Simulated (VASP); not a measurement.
**Si4O7 (a cell with a defect): single point with LDA**

Crystal: Si4O7 (a cell with a defect).

```
Si O
1.0
     0.00000    4.15486   -2.66143
     0.00000   -4.15486   -2.66143
    -4.15486    0.00000    2.66143
Si O
4 7
Direct
  0.25000 0.75000 0.50000
  0.75000 0.25000 0.50000
  0.00000 0.00000 0.00000
  0.50000 0.50000 0.00000
  0.00000 0.30556 0.30556
  0.55556 0.75000 0.80556
  0.05556 0.25000 0.80556
  0.00000 0.69444 0.69444
  0.47873 0.24304 0.72177
  0.94444 0.75000 0.19444
  0.44444 0.25000 0.19444
```

This cell differs from its parent crystal: atom 9 moved -0.125 of the way to it and -0.125 Å across, host rigid.

```
Program                : VASP 6.6.1
Task                   : single point
Functional             : LDA
Potentials or basis    : VASP PAW LDA potentials, release 64 (Si, O)
Cutoff                 : 520 eV
k mesh                 : 6 × 6 × 6
Occupations            : gaussian, width 0.05 eV
Spin                   : no spin polarisation
Dipole correction      : no
Further INCAR settings : ALGO = Normal; EDIFF = 1e-07; NBANDS = 40
```

| Property | Result |
| --- | --- |
| Pressure | 3.9 GPa |
| Largest force | 10.353 eV/Å |
| Band gap on the k mesh | 2.11 eV |

Forces in eV/Å, atoms in the order of the input:
```
Si  -0.434 -0.587 -1.832
Si  -0.434 -0.587  1.832
Si  -0.088 -0.139  0.000
Si  -3.354 -2.853  0.000
O    0.227  0.141  0.000
O   -0.458 -1.634 -1.073
O   -0.458 -1.634  1.073
O   -0.064 -0.047  0.000
O    6.692  7.900  0.000
O   -0.814 -0.281 -0.384
O   -0.814 -0.281  0.384
```

Stress tensor (GPa, compression positive):
```
 8.90  5.47  0.00
 5.47  6.03  0.00
 0.00  0.00 -3.11
```

Levels at points of the mesh, in eV from the valence-band top:
```
           k point  band 25  band 26  band 27  band 28  band 29  band 30  band 31  band 32  band 33  band 34
(0.00, 0.00, 0.00)    -2.84    -2.55    -2.47    -2.41    -1.33     3.86     4.17     5.09     6.31     6.70
(0.50, 0.00, 0.00)    -3.37    -2.92    -2.40    -2.01    -0.19     3.49     3.71     6.60     6.70     8.22
(0.50, 0.00, 0.50)    -2.98    -2.86    -2.65    -2.01    -0.59     2.11     4.32     6.84     7.42     8.05
(0.50, 0.50, 0.00)    -3.30    -2.91    -2.76    -2.14    -0.61     2.83     5.05     6.76     6.92     7.44
(0.00, 0.00, 0.50)    -3.42    -2.85    -2.80    -2.22    -0.60     2.73     5.00     6.75     6.99     7.38
(0.50, 0.50, 0.50)    -4.17    -3.91    -3.54    -3.17    -0.03     2.90     4.25     6.48     6.65     7.28
```

Wall time 3.8 min on 1 thread of Intel(R) Xeon(R) Platinum 8488C (Sapphire Rapids) (shared host), peak memory 0.3 GiB.

Caveat: the cell differs from its parent crystal (atom 9 moved -0.125 of the way to it and -0.125 Å across, host rigid).
